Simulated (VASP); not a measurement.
# Rh (Pm-3m) in VASP: a series of runs, part 2 of 2

VASP 6.6.1.

**5. Single point, PBEsol (volume scaled by 1.12)**

Contents of INCAR:

```
PREC     = Accurate       # precision mode
ENCUT    = 520            # plane-wave cutoff, eV
EDIFF    = 1E-6           # SCF threshold, eV
ISMEAR   = -1             # smearing method
SIGMA    = 0.1            # smearing width, eV
LREAL    = F              # projectors in reciprocal space
LASPH    = T              # aspherical terms in the spheres
NELM     = 60             # most SCF steps
ALGO     = Normal         # electronic algorithm
ISIF     = 2              # what is computed and relaxed
LWAVE    = F              # write WAVECAR
LCHARG   = F              # write CHGCAR
GGA      = PS             # functional
NBANDS   = 14             # bands
```

Contents of KPOINTS:

```
Automatic mesh
0
Gamma
  14 14 14
```

Contents of POSCAR:

```
Rh
1.0
    2.5970756092      0.0000000000      0.0000000000
    0.0000000000      2.5970756092      0.0000000000
    0.0000000000      0.0000000000      2.5970756092
Rh
1
Direct
    0.0000000000      0.0000000000      0.0000000000
```

Potentials or basis: VASP PAW PBE potentials, release 64 (Rh_pv).

Launch:

```
> cat potpaw_PBE.64/Rh_pv/POTCAR > POTCAR
> mpirun -np 1 vasp_std > vasp.out
```

OUTCAR:

```text
PREC = Accurate
   ENCUT = 520
   EDIFF = 1E-6
   ISMEAR = -1
   LREAL = F
   LASPH = T
   NELM = 60
   ISIF = 2
   GGA = PS

 ion  position               nearest neighbor table
   1  0.000  0.000  0.000-

  LATTYP: Found a simple cubic cell.
 ALAT       =     2.5970756092

  Lattice vectors:

 A1 = (   2.5970756092,   0.0000000000,   0.0000000000)
 A2 = (   0.0000000000,   2.5970756092,   0.0000000000)
 A3 = (   0.0000000000,   0.0000000000,   2.5970756092)

Analysis of symmetry for initial positions (statically):
=====================================================================
 Subroutine PRICEL returns:
 Original cell was already a primitive cell.

 Routine SETGRP: Setting up the symmetry group for a
 simple cubic supercell.

 Subroutine GETGRP returns: Found 48 space group operations
 (whereof 48 operations were pure point group operations)
 out of a pool of 48 trial point group operations.

The static configuration has the point symmetry O_h .

Analysis of symmetry for dynamics (positions and initial velocities):
=====================================================================
 Subroutine PRICEL returns:
 Original cell was already a primitive cell.

 Routine SETGRP: Setting up the symmetry group for a
 simple cubic supercell.

 Subroutine GETGRP returns: Found 48 space group operations
 (whereof 48 operations were pure point group operations)
 out of a pool of 48 trial point group operations.

The dynamic configuration has the point symmetry O_h .

 Subroutine INISYM returns: Found 48 space group operations
 (whereof 48 operations are pure point group operations),
 and found     1 'primitive' translations

----------------------------------------------------------------------------------------

                                     Primitive cell

  volume of cell :      17.5168

  direct lattice vectors                    reciprocal lattice vectors
[... 111 lines left out ...]
   LHFCALC =     F    Hartree Fock is set to
   AEXX    =    0.0000 exact exchange contribution
   IVDW    =     0    specifies the selected vdW correction
   LEPSILON=     F    determine dielectric tensor
   LRPA    =     F    only Hartree local field effects (RPA)
 non-spin polarized calculation
  energy-cutoff  :      520.00
  volume of cell :       17.52
 maximum number of plane-waves:       484
 NGX is ok and might be reduce to    20
   NGX =  9   NGY =  9   NGZ =  9

 number of electron      15.0000006 magnetization

 Free energy of the ion-electron system (eV)
  ---------------------------------------------------
  ext. energy  EPLUGINS =         0.00000000
  ---------------------------------------------------
  free energy    TOTEN  =        -7.16396092 eV

  energy without entropy =       -7.10148271  energy(sigma->0) =       -7.13272182

 E-fermi :   7.9658     XC(G=0): -12.5734

 val. band max:        7.9576575183   @ k =   0.3571   0.3571   0.1429
 cond. band min:       7.9658964579   @ k =   0.4286   0.2143   0.0714
 fundamental gap:      0.0082389396
 Fermi energy:         7.9658023377

 k-point     1 :       0.0000    0.0000    0.0000
  band No.  band energies     occupation
      1     -37.8993      2.00000
      2     -37.8993      2.00000
      3     -37.8993      2.00000
      4       1.6089      2.00000
      5       3.3650      2.00000
      6       3.3650      2.00000
      7       8.6298      0.00261
      8       8.6298      0.00261
      9       8.6298      0.00261
     10      24.1508      0.00000
     11      24.1508      0.00000
     12      24.1508      0.00000
     13      29.1479      0.00000
     14      30.9929      0.00000
[... 377 lines left out ...]
      1     -38.3275      2.00000
      2     -38.0742      2.00000
      3     -37.8432      2.00000
      4       3.9566      2.00000
      5       4.6322      2.00000
      6       5.7292      2.00000
      7       7.1969      1.99908
      8       8.0475      0.61281
      9       8.3889      0.02867
     10      16.2585      0.00000
     11      22.5451      0.00000
     12      26.9316      0.00000
     13      29.1744      0.00000
     14      30.0525      0.00000

 [... further k-points ...]

------------------------ aborting loop because EDIFF is reached ----------------------------------------

  FORCE on cell =-STRESS in cart. coord.  units (eV):
  Direction    XX          YY          ZZ          XY          YZ          ZX
  --------------------------------------------------------------------------------------
  -------------------------------------------------------------------------------------
  Total       -1.9701541     -1.9701541     -1.9701541     -0.0000000      0.0000000     -0.0000000
  in kB     -180.2009164   -180.2009164   -180.2009164     -0.0000000      0.0000000     -0.0000000
  external PRESSURE =    -180.2009164 kB  Pullay stress =       0.0000000 kB

 VOLUME and BASIS-vectors are now :
 -----------------------------------------------------------------------------
  energy-cutoff  :      520.00
  volume of cell :       17.52
      direct lattice vectors                 reciprocal lattice vectors
     2.597075609  0.000000000  0.000000000     0.385048474  0.000000000  0.000000000
     0.000000000  2.597075609  0.000000000     0.000000000  0.385048474  0.000000000
     0.000000000  0.000000000  2.597075609     0.000000000  0.000000000  0.385048474

 POSITION                                       TOTAL-FORCE (eV/Angst)
 -----------------------------------------------------------------------------------
      0.00000      0.00000      0.00000         0.000000      0.000000      0.000000
 -----------------------------------------------------------------------------------
    total drift:                                0.000000      0.000000      0.000000

  FREE ENERGIE OF THE ION-ELECTRON SYSTEM (eV)
  ---------------------------------------------------
  free  energy   TOTEN  =        -7.1639609247 eV

  energy  without entropy=       -7.1014827090  energy(sigma->0) =       -7.13272182
```

stdout:

```text
POSCAR found type information on POSCAR Rh
 POSCAR found :  1 types and       1 ions
 scaLAPACK will be used
 -----------------------------------------------------------------------------
|                                                                             |
|                                                                             |
|     You enforced a specific xc type in the INCAR file but a different       |
|     I HOPE YOU KNOW WHAT YOU ARE DOING!                                     |
|                                                                             |
 -----------------------------------------------------------------------------

 LDA part: xc-table for (Slater+PW92), standard interpolation
 POSCAR, INCAR and KPOINTS ok, starting setup
 FFT: planning ... GRIDC
 FFT: planning ... GRID_SOFT
 FFT: planning ... GRID
 WAVECAR not read
 entering main loop
```

Wall time 6.9 s (1 thread of Intel Xeon 6975P-C (Granite Rapids), shared host); peak memory 0.14 GiB.

What came out:

```
Free energy : -7.1640 eV
Pressure    : -18.0 GPa
```

Levels at points of the mesh, in eV from the Fermi level:
```
           k point  band 5  band 6  band 7  band 8  band 9  band 10
(0.00, 0.00, 0.00)   -4.60   -4.60    0.66    0.66    0.66    16.18
(0.50, 0.00, 0.00)   -4.01   -1.20   -1.20    0.10    0.84     5.59
(0.50, 0.50, 0.00)   -3.33   -0.84   -0.84    2.03    5.37     5.37
(0.50, 0.50, 0.50)   -3.95   -3.95    2.15    2.15   10.25    11.29
```

Caveat: the cell differs from its parent crystal (volume scaled by 1.12); the PAW data sets were made with another functional, which shifts forces and pressure a little.

**6. Relaxation of cell and atoms, PBEsol**

This run uses another cell than the first one, of 14.85 Å³/atom, 0.989 times its volume.

Contents of INCAR:

```
PREC = Accurate
ENCUT = 600
EDIFF = 1E-6
ISMEAR = -1
SIGMA = 0.1
LREAL = F
LASPH = T
NELM = 60
ALGO = Normal
ISIF = 3
LWAVE = F
LCHARG = F
GGA = PS
IBRION = 2
NSW = 80
EDIFFG = -0.01
```

Contents of KPOINTS:

```
regular mesh
0
Gamma
  13 13 13
```

Contents of POSCAR:

```
Rh
1.0
    2.4580591709      0.0000000000      0.0000000000
    0.0000000000      2.4580591709      0.0000000000
    0.0000000000      0.0000000000      2.4580591709
Rh
1
Direct
    0.0000000000      0.0000000000      0.0000000000
```

Potentials or basis: VASP PAW PBE potentials, release 64 (Rh_pv).

Launch:

```
> cat potpaw_PBE.64/Rh_pv/POTCAR > POTCAR
> mpirun -np 1 vasp_std > vasp.out
```

It took 15 s on 1 thread of Intel Xeon 6975P-C (Granite Rapids), shared host; peak memory 0.13 GiB.

It converged, with:

* Free energy: -7.2756 eV
* Relaxed volume: 15.63 Å³/atom
* Relaxed cell: a = 2.500 Å, b = 2.500 Å, c = 2.500 Å, α = 90.00°, β = 90.00°, γ = 90.00°
* Space group after relaxing (to 0.05 Å): Pm-3m (No. 221)
* Energy gained by relaxing: 28.7 meV/atom
* Ionic steps: 6
* Pressure after relaxing: 0.1 GPa

The path:
```
step  energy change (eV)  largest force (eV/Å)  pressure (GPa)  volume (Å³)
   1              0.0000                0.0000           12.42        14.85
   2              0.0849                0.0000          -17.89        17.47
   3             -0.0286                0.0000           -0.39        15.67
   4             -0.0287                0.0000           -0.14        15.64
   5             -0.0287                0.0000            0.12        15.63
   6             -0.0287                0.0000            0.07        15.63
```

Final structure:
```yaml
crystal:
  lattice:
    - [2.50008, 0.00000, 0.00000]
    - [0.00000, 2.50008, 0.00000]
    - [0.00000, 0.00000, 2.50008]
  atoms:
    - { symbol: Rh, position: [0.00000, 0.00000, 0.00000] }
```

Levels at points of the mesh, in eV from the Fermi level:
```tsv
k point	band 6	band 7	band 8	band 9	band 10	band 11
(0.00, 0.00, 0.00)	-5.38	0.85	0.85	0.85	17.06	17.06
```

Caveat: the PAW data sets were made with another functional, which shifts forces and pressure a little.

**7. Summary**

| task | cell | k mesh | cutoff (eV) | gap on the mesh (eV) | pressure (GPa) |
| --- | --- | --- | --- | --- | --- |
| single point | a = 2.467 Å, 1 atom | 14 × 14 × 14 | 520 | none | 9.3 |
| single point | a = 2.534 Å, 1 atom | 14 × 14 × 14 | 520 | none | -7.7 |
| single point | a = 2.566 Å, 1 atom | 14 × 14 × 14 | 520 | none | -13.4 |
| single point | a = 2.597 Å, 1 atom | 14 × 14 × 14 | 520 | none | -18.0 |
| relaxation of cell and atoms | relaxed from a = 2.458 Å, 1 atom | 13 × 13 × 13 | 600 | none | 0.1 |

Alike in all rows: level PBEsol; potentials or basis VASP PAW PBE potentials, release 64 (Rh_pv); no spin polarisation; smearing fermi-dirac 0.1 eV.

Caveats: the PAW data sets were made with another functional, which shifts forces and pressure a little.

Total energies depend on the potentials used, so only differences within one code and one set of settings carry meaning.
